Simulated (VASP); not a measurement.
# CaO (Fm-3m) in VASP: single point with r2SCAN

Aim: the single point of CaO with r2SCAN.

Everything below comes from runs of VASP 6.6.1. Logs are shortened: lines on timing, memory, paths and dates and some standing lists are left out, and cuts for length are marked.

### Step 1. The cell of the first run

Symmetry: Fm-3m, No. 225, cubic system. The conventional cell has a = 4.559 Å, b = 4.559 Å, c = 4.559 Å, α = 90.00°, β = 90.00°, γ = 90.00°. Ca (site symmetry m-3m) has 6 O at 2.28 Å within 3.0 Å. O (site symmetry m-3m) has 6 Ca at 2.28 Å within 3.0 Å.

### Step 2. Single point, r2SCAN

Input file POSCAR:

```
CaO
1.0
    0.0000000000      2.2796010128      2.2796010128
    2.2796010128      0.0000000000      2.2796010128
    2.2796010128      2.2796010128      0.0000000000
Ca O
1 1
Direct
    0.0000000000      0.0000000000      0.0000000000
    0.5000000000      0.5000000000      0.5000000000
```

Input file INCAR.step1:

```
SYSTEM = CaO
  PREC = Accurate
  ENCUT = 1480
  ISMEAR = 0
  SIGMA = 0.05
  LREAL = .False.
  LASPH = .True.
  NELM = 120
  NBANDS = 15
  GGA = PE
  ALGO = Normal
  EDIFF = 1E-5
  LWAVE = .True.
  LCHARG = .False.
  GGA_COMPAT = .False.
```

Input file INCAR.step2:

```
SYSTEM = CaO
  PREC = Accurate
  ENCUT = 1480
  EDIFF = 1E-6
  ISMEAR = 0
  SIGMA = 0.05
  LREAL = .False.
  LASPH = .True.
  NELM = 120
  ALGO = Normal
  ISIF = 2
  LWAVE = .False.
  LCHARG = .True.
  METAGGA = R2SCAN
  LMIXTAU = .True.
  LELF = .True.
  LVHAR = .True.
  NBANDS = 15
  ISTART = 1
  GGA_COMPAT = .False.
```

Input file KPOINTS:

```
regular mesh
0
Gamma
  10 10 10
  0 0 0
```

Potentials or basis: VASP PAW PBE potentials, release 64 (Ca_sv, O_h).

Run with:

```bash
cat potpaw_PBE.64/Ca_sv/POTCAR potpaw_PBE.64/O_h/POTCAR > POTCAR
cp INCAR.step1 INCAR
mpirun -np 1 vasp_std > vasp.out
cp INCAR.step2 INCAR
mpirun -np 1 vasp_std > vasp.out
```

OUTCAR:

```text
SYSTEM = CaO
   PREC = Accurate
   ENCUT = 1480
   EDIFF = 1E-6
   ISMEAR = 0
   LREAL = .False.
   LASPH = .True.
   NELM = 120
   ISIF = 2
   METAGGA = R2SCAN
   ISTART = 1

 ion  position               nearest neighbor table
   1  0.000  0.000  0.000-   2 2.28   2 2.28   2 2.28   2 2.28   2 2.28   2 2.28
   2  0.500  0.500  0.500-   1 2.28   1 2.28   1 2.28   1 2.28   1 2.28   1 2.28

  LATTYP: Found a face centered cubic cell.
 ALAT       =     4.5592020256

  Lattice vectors:

 A1 = (   0.0000000000,   2.2796010128,   2.2796010128)
 A2 = (   2.2796010128,   0.0000000000,   2.2796010128)
 A3 = (   2.2796010128,   2.2796010128,   0.0000000000)

Analysis of symmetry for initial positions (statically):
=====================================================================
 Subroutine PRICEL returns:
 Original cell was already a primitive cell.

 Routine SETGRP: Setting up the symmetry group for a
 face centered cubic supercell.

 Subroutine GETGRP returns: Found 48 space group operations
 (whereof 48 operations were pure point group operations)
 out of a pool of 48 trial point group operations.

The static configuration has the point symmetry O_h .

Analysis of symmetry for dynamics (positions and initial velocities):
=====================================================================
 Subroutine PRICEL returns:
 Original cell was already a primitive cell.

 Routine SETGRP: Setting up the symmetry group for a
 face centered cubic supercell.

 Subroutine GETGRP returns: Found 48 space group operations
 (whereof 48 operations were pure point group operations)
 out of a pool of 48 trial point group operations.

The dynamic configuration has the point symmetry O_h .

 Subroutine INISYM returns: Found 48 space group operations
 (whereof 48 operations are pure point group operations),
 and found     1 'primitive' translations

----------------------------------------------------------------------------------------

                                     Primitive cell

  volume of cell :      23.6923

  direct lattice vectors                    reciprocal lattice vectors
     0.000000000  2.279601013  2.279601013    -0.219336628  0.219336628  0.219336628
     2.279601013  0.000000000  2.279601013     0.219336628 -0.219336628  0.219336628
     2.279601013  2.279601013  0.000000000     0.219336628  0.219336628 -0.219336628

  length of vectors
     3.223842669  3.223842669  3.223842669     0.379902184  0.379902184  0.379902184

  position of ions in fractional coordinates (direct lattice)
     0.000000000  0.000000000  0.000000000
     0.500000000  0.500000000  0.500000000

  ion indices of the primitive-cell ions
   primitive index   ion index
                 1           1
                 2           2

----------------------------------------------------------------------------------------

 KPOINTS: regular mesh

Automatic generation of k-mesh.
 Grid dimensions read from file:
 generate k-points for:   10   10   10

 Generating k-lattice:

  Cartesian coordinates                     Fractional coordinates (reciprocal lattice)
    -0.021933663  0.021933663  0.021933663     0.100000000  0.000000000  0.000000000
     0.021933663 -0.021933663  0.021933663     0.000000000  0.100000000  0.000000000
     0.021933663  0.021933663 -0.021933663     0.000000000  0.000000000  0.100000000

  Length of vectors
     0.037990218  0.037990218  0.037990218

  Shift w.r.t. Gamma in fractional coordinates (k-lattice)
     0.000000000  0.000000000  0.000000000

 Subroutine IBZKPT returns following result:
 ===========================================

 Found     47 irreducible k-points:

 Following reciprocal coordinates:
            Coordinates               Weight
  0.000000  0.000000  0.000000      1.000000
  0.100000  0.000000  0.000000      8.000000
  0.200000  0.000000  0.000000      8.000000
  0.300000  0.000000  0.000000      8.000000
  0.400000  0.000000  0.000000      8.000000
  0.500000  0.000000  0.000000      4.000000
[... 16 lines left out ...]
  0.300000  0.300000  0.000000      6.000000
  0.400000  0.300000  0.000000     24.000000
 [... further k-points ...]
   k-points           NKPTS =     47   k-points in BZ     NKDIM =     47   number of bands    NBANDS=     15
   number of dos      NEDOS =    301   number of ions     NIONS =      2
   total plane-waves  NPLWV =  64000
   dimension x,y,z NGX =    40 NGY =   40 NGZ =   40
   dimension x,y,z NGXF=    80 NGYF=   80 NGZF=   80
   ions per type =               1   1
   NGX,Y,Z   is equivalent  to a cutoff of  20.63, 20.63, 20.63 a.u.
   NGXF,Y,Z  is equivalent  to a cutoff of  41.25, 41.25, 41.25 a.u.
 SYSTEM =  CaO
   PREC   = accura    normal or accurate (medium, high low for compatibility)
   ISTART =      1    job   : 0-new  1-cont  2-samecut
   ICHARG =      0    charge: 1-file 2-atom 10-const
   ISPIN  =      1    spin polarized calculation?
   LNONCOLLINEAR =      F non collinear calculations
   LSORBIT =      F    spin-orbit coupling
   LASPH  =      T    aspherical Exc in radial PAW
   ENCUT  = 1480.0 eV 108.78 Ry   10.43 a.u.  10.11 10.11 10.11*2*pi/ulx,y,z
   NELM   =    120;   NELMIN=  2; NELMDL=  0     # of ELM steps
   EDIFF  = 0.1E-05   stopping-criterion for ELM
   LREAL  =      F    real-space projection
   EDIFFG = 0.1E-04   stopping-criterion for IOM
   NSW    =      0    number of steps for IOM
   IBRION =     -1    ionic relax: 0-MD 1-quasi-New 2-CG
   NFREE  =      0    steps in history (QN), initial steepest desc. (CG)
   ISIF   =      2    stress and relaxation
   ISYM   =      2    0-nonsym 1-usesym 2-fastsym
   POTIM  = 0.5000    time-step for ionic-motion
   TEBEG  =    0.0;   TEEND  =   0.0 temperature during run
   PSTRESS=    0.0 pullay stress
   NELECT =      16.0000    total number of electrons
   NUPDOWN=      -1.0000    fix difference up-down
   EMIN   =  10.00;   EMAX   =-10.00  energy-range for DOS
   EFERMI =   0.00;   METHOD = LEGACY
   ISMEAR =     0;   SIGMA  =   0.05  broadening in eV -4-tet -1-fermi 0-gaus
   EFERMI_NEDOS =   21; number of points for ismear=-14 and -15
   IALGO  =     38    algorithm
   IMIX   =      4    mixing-type and parameters
     AMIX     =   0.40;   BMIX     =  1.00
     AMIX_MAG =   1.60;   BMIX_MAG =  1.00
  volume/ion in A,a.u.               =      11.85        79.94
  Fermi-wavevector in a.u.,A,eV,Ry     =   1.436303  2.714219 28.068350  2.062966
  Thomas-Fermi vector in A             =   2.555506
   LORBIT       =      0    0 simple, 1 ext, 2 COOP (PROOUT), +10 PAW based schemes
   METAGGA = R2SCAN    functional components
   LHFCALC =     F    Hartree Fock is set to
   AEXX    =    0.0000 exact exchange contribution
   IVDW    =     0    specifies the selected vdW correction
   LEPSILON=     F    determine dielectric tensor
   LRPA    =     F    only Hartree local field effects (RPA)
 non-spin polarized calculation
 Gauss-broadening in eV      SIGMA  =   0.05
  energy-cutoff  :     1480.00
  volume of cell :       23.69
 maximum number of plane-waves:      3119
   NGX = 21   NGY = 21   NGZ = 21

 number of electron      16.0000000 magnetization

 Free energy of the ion-electron system (eV)
  ---------------------------------------------------
  ext. energy  EPLUGINS =         0.00000000
  ---------------------------------------------------
  free energy    TOTEN  =       -19.17071852 eV

  energy without entropy =      -19.17071852  energy(sigma->0) =      -19.17071852

 E-fermi :   3.5648     XC(G=0): -11.9439

 val. band max:        3.3140696341   @ k =   0.0000   0.0000   0.0000
 cond. band min:       7.3989051025   @ k =   0.5000   0.5000   0.0000
 fundamental gap:      4.0848354684
 Fermi energy:         3.5648426567

 k-point     1 :       0.0000    0.0000    0.0000
  band No.  band energies     occupation
      1     -35.1327      2.00000
      2     -14.8656      2.00000
      3     -14.8656      2.00000
      4     -14.8656      2.00000
      5     -13.4668      2.00000
      6       3.3141      2.00000
      7       3.3141      2.00000
      8       3.3141      2.00000
      9      10.2107      0.00000
     10      10.5292      0.00000
     11      10.5292      0.00000
     12      10.5292      0.00000
     13      12.4202      0.00000
     14      12.4202      0.00000
     15      20.1383      0.00000

 k-point     2 :       0.1000    0.0000    0.0000
  band No.  band energies     occupation
      1     -35.1134      2.00000
      2     -15.2650      2.00000
      3     -14.8727      2.00000
      4     -14.8727      2.00000
      5     -13.0705      2.00000
      6       2.9340      2.00000
      7       3.1296      2.00000
      8       3.1296      2.00000
      9      10.4847      0.00000
     10      10.7017      0.00000
     11      10.7424      0.00000
     12      10.7424      0.00000
     13      12.7393      0.00000
     14      12.7393      0.00000
     15      20.6748      0.00000

 k-point     3 :       0.2000    0.0000    0.0000
  band No.  band energies     occupation
      1     -35.0626      2.00000
      2     -15.9297      2.00000
      3     -14.8910      2.00000
      4     -14.8910      2.00000
      5     -12.4130      2.00000
      6       2.0783      2.00000
      7       2.6913      2.00000
      8       2.6913      2.00000
      9      10.5339      0.00000
     10      11.3334      0.00000
     11      11.3334      0.00000
     12      11.8377      0.00000
     13      13.5607      0.00000
     14      13.5607      0.00000
     15      21.6494      0.00000
[... 343 lines left out ...]
 k-point    23 :       0.3000    0.3000    0.0000
  band No.  band energies     occupation
      1     -34.9587      2.00000
      2     -16.0681      2.00000
      3     -15.1167      2.00000
      4     -15.1167      2.00000
      5     -12.5119      2.00000
      6       1.3863      2.00000
      7       2.9861      2.00000
      8       2.9861      2.00000
      9       8.2326      0.00000
     10      12.4721      0.00000
     11      13.3167      0.00000
     12      13.4960      0.00000
     13      13.4960      0.00000
     14      16.1097      0.00000
     15      23.9964      0.00000

 k-point    24 :       0.4000    0.3000    0.0000
  band No.  band energies     occupation
      1     -34.9190      2.00000
      2     -16.1398      2.00000
      3     -15.2053      2.00000
      4     -15.1535      2.00000
      5     -12.5840      2.00000
      6       1.5471      2.00000
      7       2.7479      2.00000
      8       2.8516      2.00000
      9       8.2084      0.00000
     10      13.0156      0.00000
     11      13.7455      0.00000
     12      13.9059      0.00000
     13      14.0150      0.00000
     14      16.5769      0.00000
     15      22.3360      0.00000

 [... further k-points ...]
[... 5 lines left out ...]
  --------------------------------------------------------------------------------------
  -------------------------------------------------------------------------------------
  Total        3.8807039      3.8807039      3.8807039     -0.0000000      0.0000000     -0.0000000
  in kB      262.4306576    262.4306576    262.4306576     -0.0000000      0.0000000     -0.0000000
  external PRESSURE =     262.4306576 kB  Pullay stress =       0.0000000 kB

 VOLUME and BASIS-vectors are now :
 -----------------------------------------------------------------------------
  energy-cutoff  :     1480.00
  volume of cell :       23.69
      direct lattice vectors                 reciprocal lattice vectors
     0.000000000  2.279601013  2.279601013    -0.219336628  0.219336628  0.219336628
     2.279601013  0.000000000  2.279601013     0.219336628 -0.219336628  0.219336628
     2.279601013  2.279601013  0.000000000     0.219336628  0.219336628 -0.219336628

 POSITION                                       TOTAL-FORCE (eV/Angst)
 -----------------------------------------------------------------------------------
      0.00000      0.00000      0.00000        -0.000000     -0.000000     -0.000000
      2.27960      2.27960      2.27960         0.000000      0.000000      0.000000
 -----------------------------------------------------------------------------------
    total drift:                                0.000000     -0.000000      0.000000

  FREE ENERGIE OF THE ION-ELECTRON SYSTEM (eV)
  ---------------------------------------------------
  free  energy   TOTEN  =       -19.1707185238 eV

  energy  without entropy=      -19.1707185238  energy(sigma->0) =      -19.17071852
```

Run time: 3.3 min. Hardware: 1 thread of Intel Xeon Platinum 8488C (Sapphire Rapids), shared host; peak memory 0.32 GiB.

What came out:

```
Free energy            : -19.1707 eV
Pressure               : 26.2 GPa
Band gap on the k mesh : 4.08 eV (least direct gap 4.39 eV)
```

Levels at points of the mesh, in eV from the valence-band top:
```tsv
k point	band 5	band 6	band 7	band 8	band 9	band 10	band 11	band 12
(0.00, 0.00, 0.00)	-16.78	0.00	0.00	0.00	6.90	7.22	7.22	7.22
(0.50, 0.00, 0.00)	-14.63	-3.00	-1.57	-1.57	8.47	9.94	9.94	10.55
(0.50, 0.50, 0.00)	-16.62	-1.14	-0.31	-0.31	4.08	10.03	10.55	11.35
```

Caveat: the cell stands under pressure; the PAW data sets were made with another functional, which shifts forces and pressure a little.
